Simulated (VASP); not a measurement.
# TiH (Fm-3m) in VASP: single point with LDA

Aim: the single point of TiH with LDA.

Program: VASP 6.6.1. These are calculated values, not measurements. Logs are shortened: lines on timing, memory, paths and dates and some standing lists are left out, and cuts for length are marked.

**1. The cell of the first run**

Symmetry: Fm-3m, No. 225, cubic system. Conventional cell: a = 4.179 Å, b = 4.179 Å, c = 4.179 Å, α = 90.00°, β = 90.00°, γ = 90.00°. Ti (site symmetry m-3m) has 6 H at 2.09 Å within 2.8 Å. H (site symmetry m-3m) has 6 Ti at 2.09 Å within 2.8 Å.

**2. Single point, LDA**

INCAR reads:

```
SYSTEM = TiH
  ALGO = Normal
  EDIFF = 1E-6
  ENCUT = 500
  GGA_COMPAT = .False.
  ISIF = 2
  ISMEAR = 0
  LASPH = .True.
  LCHARG = .False.
  LREAL = .False.
  LWAVE = .False.
  NBANDS = 14
  NELM = 120
  PREC = Accurate
  SIGMA = 0.1
```

KPOINTS reads:

```
k-points
0
Gamma
  8 8 8
  0 0 0
```

POSCAR reads:

```
TiH
1.0
    0.0000000000      2.0896972200      2.0896972200
    2.0896972200      0.0000000000      2.0896972200
    2.0896972200      2.0896972200      0.0000000000
Ti H
1 1
Direct
    0.0000000000      0.0000000000      0.0000000000
    0.5000000000      0.5000000000      0.5000000000
```

Potentials or basis: VASP PAW LDA potentials, release 64 (Ti_sv, H).

Launch:

```bash
cat potpaw_LDA.64/Ti_sv/POTCAR potpaw_LDA.64/H/POTCAR > POTCAR
mpirun -np 1 vasp_std > vasp.out
```

OUTCAR:

```text
SYSTEM = TiH
   EDIFF = 1E-6
   ENCUT = 500
   ISIF = 2
   ISMEAR = 0
   LASPH = .True.
   LREAL = .False.
   NELM = 120
   PREC = Accurate

 ion  position               nearest neighbor table
   1  0.000  0.000  0.000-
   2  0.500  0.500  0.500-

  LATTYP: Found a face centered cubic cell.
 ALAT       =     4.1793944400

  Lattice vectors:

 A1 = (   0.0000000000,   2.0896972200,   2.0896972200)
 A2 = (   2.0896972200,   0.0000000000,   2.0896972200)
 A3 = (   2.0896972200,   2.0896972200,   0.0000000000)

Analysis of symmetry for initial positions (statically):
=====================================================================
 Subroutine PRICEL returns:
 Original cell was already a primitive cell.

 Routine SETGRP: Setting up the symmetry group for a
 face centered cubic supercell.

 Subroutine GETGRP returns: Found 48 space group operations
 (whereof 48 operations were pure point group operations)
 out of a pool of 48 trial point group operations.

The static configuration has the point symmetry O_h .

Analysis of symmetry for dynamics (positions and initial velocities):
=====================================================================
 Subroutine PRICEL returns:
 Original cell was already a primitive cell.

 Routine SETGRP: Setting up the symmetry group for a
 face centered cubic supercell.

 Subroutine GETGRP returns: Found 48 space group operations
 (whereof 48 operations were pure point group operations)
 out of a pool of 48 trial point group operations.

The dynamic configuration has the point symmetry O_h .

 Subroutine INISYM returns: Found 48 space group operations
 (whereof 48 operations are pure point group operations),
 and found     1 'primitive' translations

----------------------------------------------------------------------------------------

                                     Primitive cell

  volume of cell :      18.2507

  direct lattice vectors                    reciprocal lattice vectors
     0.000000000  2.089697220  2.089697220    -0.239269113  0.239269113  0.239269113
     2.089697220  0.000000000  2.089697220     0.239269113 -0.239269113  0.239269113
     2.089697220  2.089697220  0.000000000     0.239269113  0.239269113 -0.239269113

  length of vectors
     2.955278150  2.955278150  2.955278150     0.414426260  0.414426260  0.414426260

  position of ions in fractional coordinates (direct lattice)
     0.000000000  0.000000000  0.000000000
     0.500000000  0.500000000  0.500000000

  ion indices of the primitive-cell ions
[... 80 lines left out ...]
   NFREE  =      0    steps in history (QN), initial steepest desc. (CG)
   ISIF   =      2    stress and relaxation
   ISYM   =      2    0-nonsym 1-usesym 2-fastsym
   POTIM  = 0.5000    time-step for ionic-motion
   TEBEG  =    0.0;   TEEND  =   0.0 temperature during run
   PSTRESS=    0.0 pullay stress
   NELECT =      13.0000    total number of electrons
   NUPDOWN=      -1.0000    fix difference up-down
   EMIN   =  10.00;   EMAX   =-10.00  energy-range for DOS
   EFERMI =   0.00;   METHOD = LEGACY
   ISMEAR =     0;   SIGMA  =   0.10  broadening in eV -4-tet -1-fermi 0-gaus
   EFERMI_NEDOS =   21; number of points for ismear=-14 and -15
   IALGO  =     38    algorithm
   IMIX   =      4    mixing-type and parameters
     AMIX     =   0.40;   BMIX     =  1.00
     AMIX_MAG =   1.60;   BMIX_MAG =  1.00
  volume/ion in A,a.u.               =       9.13        61.58
  Fermi-wavevector in a.u.,A,eV,Ry     =   1.462051  2.762876 29.083729  2.137594
  Thomas-Fermi vector in A             =   2.578310
   LORBIT       =      0    0 simple, 1 ext, 2 COOP (PROOUT), +10 PAW based schemes
   GGA     = CA    functional components
   LHFCALC =     F    Hartree Fock is set to
   AEXX    =    0.0000 exact exchange contribution
   IVDW    =     0    specifies the selected vdW correction
   LEPSILON=     F    determine dielectric tensor
   LRPA    =     F    only Hartree local field effects (RPA)
 non-spin polarized calculation
 Gauss-broadening in eV      SIGMA  =   0.10
  energy-cutoff  :      500.00
  volume of cell :       18.25
 maximum number of plane-waves:       479
 NGX is ok and might be reduce to    24
   NGX = 11   NGY = 11   NGZ = 11

 number of electron      12.9999996 magnetization

 Free energy of the ion-electron system (eV)
  ---------------------------------------------------
  ext. energy  EPLUGINS =         0.00000000
  ---------------------------------------------------
  free energy    TOTEN  =       -12.87848887 eV

  energy without entropy =      -12.87173832  energy(sigma->0) =      -12.87511359

 E-fermi :   8.5236     XC(G=0): -12.2032

 val. band max:        8.4946466461   @ k =  -0.1250   0.1250   0.0000
 cond. band min:       8.6300364458   @ k =  -0.3750   0.1250   0.0000
 fundamental gap:      0.1353897997
 Fermi energy:         8.5236136374

 k-point     1 :       0.0000    0.0000    0.0000
  band No.  band energies     occupation
      1     -47.5111      2.00000
      2     -23.8191      2.00000
      3     -23.8191      2.00000
      4     -23.8191      2.00000
      5      -0.8339      2.00000
      6       9.1946      0.00000
      7       9.1946      0.00000
      8       9.1946      0.00000
      9      10.6313      0.00000
     10      10.6313      0.00000
     11      19.3254      0.00000
     12      23.2204      0.00000
     13      24.8263      0.00000
     14      24.8263      0.00000
[... 377 lines left out ...]
      1     -47.3803      2.00000
      2     -24.3671      2.00000
      3     -24.0594      2.00000
      4     -23.9490      2.00000
      5       3.0786      2.00000
      6       6.4839      2.00000
      7       8.3455      1.98822
      8       9.5459      0.00000
      9      11.6609      0.00000
     10      12.4589      0.00000
     11      15.4646      0.00000
     12      17.9070      0.00000
     13      21.3923      0.00000
     14      24.8830      0.00000

 [... further k-points ...]
[... 5 lines left out ...]
  --------------------------------------------------------------------------------------
  -------------------------------------------------------------------------------------
  Total       -0.8459058     -0.8459058     -0.8459058      0.0000000     -0.0000000      0.0000000
  in kB      -74.2595814    -74.2595814    -74.2595814      0.0000000     -0.0000000      0.0000000
  external PRESSURE =     -74.2595814 kB  Pullay stress =       0.0000000 kB

 VOLUME and BASIS-vectors are now :
 -----------------------------------------------------------------------------
  energy-cutoff  :      500.00
  volume of cell :       18.25
      direct lattice vectors                 reciprocal lattice vectors
     0.000000000  2.089697220  2.089697220    -0.239269113  0.239269113  0.239269113
     2.089697220  0.000000000  2.089697220     0.239269113 -0.239269113  0.239269113
     2.089697220  2.089697220  0.000000000     0.239269113  0.239269113 -0.239269113

 POSITION                                       TOTAL-FORCE (eV/Angst)
 -----------------------------------------------------------------------------------
      0.00000      0.00000      0.00000         0.000000     -0.000000      0.000000
      2.08970      2.08970      2.08970         0.000000      0.000000     -0.000000
 -----------------------------------------------------------------------------------
    total drift:                                0.000000     -0.000000     -0.000000

  FREE ENERGIE OF THE ION-ELECTRON SYSTEM (eV)
  ---------------------------------------------------
  free  energy   TOTEN  =       -12.8784888702 eV

  energy  without entropy=      -12.8717383154  energy(sigma->0) =      -12.87511359
```

Wall time 12 s (1 thread of Intel Xeon 8259CL, shared host); peak memory 0.13 GiB.

What came out:

| Item | Value |
| --- | --- |
| Free energy | -12.8785 eV |
| Pressure | -7.4 GPa |
